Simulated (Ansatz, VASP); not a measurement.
One calculation of Ba3MgF8, two programs

```xyz
12
Lattice="4.0448 -5.8966 0.0000 4.0448 5.8966 0.0000 0.0000 0.0000 4.3521" Properties=species:S:1:pos:R:3 pbc="T T T"
Mg    0.0000    0.0000    0.0000
F     4.0448    1.4000    2.1760
F     4.0448    4.5901    2.1760
F     6.4106   -1.3397    0.0000
F     6.4106    1.3397    0.0000
F     1.6790   -1.3397    0.0000
F     1.6790    1.3397    0.0000
F     4.0448   -4.5901    2.1760
F     4.0448   -1.4000    2.1760
Ba    2.0224   -2.9483    2.1760
Ba    2.0224    2.9483    2.1760
Ba    4.0448    0.0000    0.0000
```

Alike in both runs: task single point; functional PBE; k mesh 4 × 4 × 6; occupations fermi-dirac, width 0.02 eV; no spin polarisation.

|  | VASP | Ansatz |
| --- | --- | --- |
| version | VASP 6.6.1 | Ansatz 0.2.0 |
| potentials or method | VASP PAW PBE potentials, release 64 (Mg, F, Ba_sv) | plane waves, PAW |
| plane-wave cutoff (eV) | 520 | 420 |
| valence electrons in the cell | 88 | 96 |

```tsv
	VASP	Ansatz	Ansatz less VASP
gap on the k mesh at the Fermi level (eV)	5.10	5.20	+0.103
pressure (GPa)	2.9	1.9	-1.01
rms of the force components (eV/Å)	0.021	0.030	+0.0088
```

The functional is the same, so the differences come from potentials, cutoffs and numerics. VASP's potentials hold 88 valence electrons a cell and Ansatz's 96, so a difference there can come from the potentials and not from the codes.

Neither program's run includes spin-orbit coupling.
